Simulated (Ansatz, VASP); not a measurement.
**Sc2B3 in VASP and in Ansatz**

```
Sc B
1.0
     3.42120    0.00000    0.00000
    -1.71060    2.96284    0.00000
     0.00000    0.00000    6.86582
Sc B
2 3
Direct
  0.33333 0.66667 0.17955
  0.00000 0.00000 0.56256
  0.83382 0.16618 0.91427
  0.83382 0.66764 0.91427
  0.33236 0.16618 0.91427
```

Alike in both runs: functional PBE; k mesh 6 × 6 × 4; occupations gaussian, width 0.1 eV; no spin polarisation.

Ansatz relaxed the structure, and its values are those at the end. VASP's run is a single point on that final structure, the one shown.

|  | VASP | Ansatz |
| --- | --- | --- |
| version | VASP 6.6.1 | Ansatz 0.2.0 |
| potentials or method | VASP PAW PBE potentials, release 64 (Sc_sv, B), cutoff 520 eV | scalar-relativistic, plane waves, PAW |
| valence electrons in the cell | 31 | 31 |

```csv
,VASP,Ansatz,Ansatz less VASP
gap on the k mesh at the Fermi level (eV),none,none,-
pressure (GPa),0.1,-0.1,-0.13
rms of the force components (eV/Å),0.013,0.006,-0.0073
```

A gap of «none» marks a metal or a gap that the smearing closes. The functional is the same, so the differences come from potentials, cutoffs and numerics.
